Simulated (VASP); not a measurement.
SrCd, 2 atoms in the cell. Symmetry: R-3m, No. 166, trigonal system. Conventional cell: a = 5.704 Å, b = 5.704 Å, c = 6.829 Å, α = 90.00°, β = 90.00°, γ = 120.00°. Sr (site symmetry -3m) has 8 Cd at 3.41 to 3.48 Å and 6 Sr at 4.00 Å within 4.5 Å. Cd (site symmetry -3m) has 8 Sr at 3.41 to 3.48 Å and 6 Cd at 4.00 Å within 4.5 Å. 

```yaml
Program: VASP 6.6.1
Task: single point
Functional: PBEsol
Potentials_or_basis: VASP PAW PBE potentials, release 64 (Sr_sv, Cd)
Cutoff: 520 eV
k_mesh: 9 × 9 × 9
Occupations: fermi-dirac, width 0.1 eV
Spin: no spin polarisation
Dipole_correction: no
Further_INCAR_settings: ALGO = Normal; EDIFF = 1e-07; NBANDS = 18
```

Potentials or basis: VASP PAW PBE potentials, release 64 (Sr_sv, Cd).

Launch:

```sh
$ cat potpaw_PBE.64/Sr_sv/POTCAR potpaw_PBE.64/Cd/POTCAR > POTCAR
$ mpirun -np 1 vasp_std > vasp.out
```

Hardware: 1 thread of AMD EPYC 7R13, with other jobs on the host.

Question: How long does it take, and how much memory?

Answer: Wall time 2.1 min on 1 thread of AMD EPYC 7R13, with other jobs on the host, peak memory 0.21 GiB. Counts: scf iterations 14, k points 85.
